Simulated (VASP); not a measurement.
Nb:

```
Nb
1.0
    -1.65573    1.65573    1.65573
     1.65573   -1.65573    1.65573
     1.65573    1.65573   -1.65573
Nb
1
Direct
  0.00000 0.00000 0.00000
```

Program: VASP 6.6.1. Alike in all runs: task single point; potentials or basis VASP PAW PBE potentials, release 64 (Nb_sv); cell as given; k mesh 14 × 14 × 14; cutoff (eV) 520; smearing gaussian 0.05 eV. Hardware: 1 thread of Intel(R) Xeon(R) 6975P-C (Granite Rapids) (shared host).

Problem. Order these runs on this cell by their wall time, lowest first.
A. level PBE; spin non-collinear, zero start, SOC
B. level PBE; spin off
C. level PBEsol; spin off

Solution. C (6.8 s), B (17 s), A (39 s).
